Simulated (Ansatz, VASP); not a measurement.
**Sc: VASP beside Ansatz**

The input INCAR:

```
  PREC = Accurate
  ENCUT = 520
  EDIFF = 1E-6
  ISMEAR = -1
  SIGMA = 0.05
  LREAL = F
  LASPH = T
  NELM = 60
  ALGO = Fast
  ISIF = 2
  LWAVE = F
  LCHARG = F
  GGA = PE
  NBANDS = 30
```

KPOINTS

```
Automatic mesh
0
Gamma
  7 7 7
```

Contents of POSCAR:

```
Sc
1.0
   -3.1485769539      3.1485769539      2.7593205469
    3.1485769539     -3.1485769539      2.7593205469
    3.1485769539      3.1485769539     -2.7593205469
Sc
4
Direct
    0.8362695100      0.6637304900      0.5000000000
    0.3362695100      0.8362695100      0.1725390200
    0.6637304900      0.1637304900      0.8274609800
    0.1637304900      0.3362695100      0.5000000000
```

File input.yaml:

```yaml
crystal:
  lattice:
    - [-3.1485769539, 3.1485769539, 2.7593205469]
    - [3.1485769539, -3.1485769539, 2.7593205469]
    - [3.1485769539, 3.1485769539, -2.7593205469]
  atoms:
    - { symbol: Sc, position: [0.83626951, 0.66373049, 0.5] }
    - { symbol: Sc, position: [0.33626951, 0.83626951, 0.17253902] }
    - { symbol: Sc, position: [0.66373049, 0.16373049, 0.82746098] }
    - { symbol: Sc, position: [0.16373049, 0.33626951, 0.5] }
hamiltonian:
  xc: pbe
  pseudopotentials: { kind: paw }
kpoints:
  mp_grid: { grid: [7, 7, 7] }
scf:
  occupations: { method: fermi_dirac, width: 0.05 }
output:
  forces: true
  stress: true
  eigenvalues: true
```

Alike in both runs: task single point; functional PBE; k mesh 7 × 7 × 7; occupations fermi-dirac, width 0.05 eV; no spin polarisation.

|  | VASP | Ansatz |
| --- | --- | --- |
| version | VASP 6.6.1 | Ansatz 0.2.0 |
| potentials or method | VASP PAW PBE potentials, release 64 (Sc_sv) | Ansatz PAW |
| plane-wave cutoff (eV) | 520 | 420 |
| valence electrons in the cell | 44 | 44 |

VASP gave:

| Item | Value |
| --- | --- |
| gap on the k mesh at the Fermi level (eV) | none |
| pressure (GPa) | -2.3 |
| traceless stress, the component that is largest in VASP (GPa) | -0.16 |
| rms of the force components (eV/Å) | 0.009 |

Which values does Ansatz return?

gap on the k mesh at the Fermi level (eV): none; pressure (GPa): -2.3; traceless stress, the component that is largest in VASP (GPa): -0.16; rms of the force components (eV/Å): 0.012.

Atom by atom the forces differ by 0.003 eV/Å (rms over components). A gap of «none» marks a metal or a gap that the smearing closes. With one functional, cell and mesh, what is left measures potentials, basis and numerics.
